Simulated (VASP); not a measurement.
The system is BaTe.

```
Ba Te
1.0
     4.20194    0.00000    0.00000
     0.00000    4.20194    0.00000
     0.00000    0.00000    4.20194
Ba Te
1 1
Direct
  0.00000 0.00000 0.00000
  0.50000 0.50000 0.50000
```

This cell differs from its parent crystal: volume changed by -3%.

Base run:

| Property | Result |
| --- | --- |
| Program | VASP 6.6.1 |
| Functional | PBE |
| Potentials or basis | VASP PAW PBE potentials, release 64 (Ba_sv, Te) |
| Cutoff | 520 eV |
| k mesh | 6 × 6 × 6 |
| Occupations | gaussian, width 0.01 eV |
| Spin | no spin polarisation |

Its results: band gap on the k mesh 0.68 eV, indirect (least direct gap 0.94 eV); pressure 1.6 GPa.

Question: The run is repeated on the same cell with these changes: functional from PBE to r2SCAN. What comes out?

Answer: Band gap on the k mesh 1.03 eV, indirect (least direct gap 1.36 eV); pressure 1.6 GPa.

r2SCAN gives the wider gap, since meta-GGAs in the generalised Kohn-Sham scheme recover part of the derivative discontinuity.

Caveats: spin-orbit coupling is left out, which moves the levels of the heavy elements; the PAW data sets were made with another functional, which shifts forces and pressure a little (some runs).

A k mesh can miss the band edges.
